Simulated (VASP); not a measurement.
Input of a VASP 6.6.1 run:

File INCAR:

```
SYSTEM = Ir
ALGO = Normal
EDIFF = 1E-6
ENCUT = 560
GGA = PS
GGA_COMPAT = .FALSE.
ISIF = 2
ISMEAR = 0
LASPH = .TRUE.
LCHARG = .FALSE.
LREAL = .FALSE.
LWAVE = .FALSE.
NBANDS = 14
NELM = 120
PREC = Accurate
SIGMA = 0.05
```

Contents of KPOINTS:

```
k-points
0
G
  8 8 8
  0 0 0
```

File POSCAR:

```
Ir
1.0
    0.0000000000      1.9174724462      1.9174724462
    1.9174724462      0.0000000000      1.9174724462
    1.9174724462      1.9174724462      0.0000000000
Ir
1
Direct
    0.0000000000      0.0000000000      0.0000000000
```

Potentials or basis: VASP PAW PBE potentials, release 64 (Ir_sv_GW).

Run with:

```bash
$ cat potpaw_PBE.64/Ir_sv_GW/POTCAR > POTCAR
$ mpirun -np 1 vasp_std > vasp.out
```

(1) What does it give for the pressure?

(2) Predict the band gap on the k mesh.

Answers

(1) -1.9 GPa.

(2) zero (an odd number of electrons rules out a gap without spin polarisation).

Caveat: the PAW data sets were made with another functional, which shifts forces and pressure a little; spin-orbit coupling is left out, which moves the levels of the heavy elements.
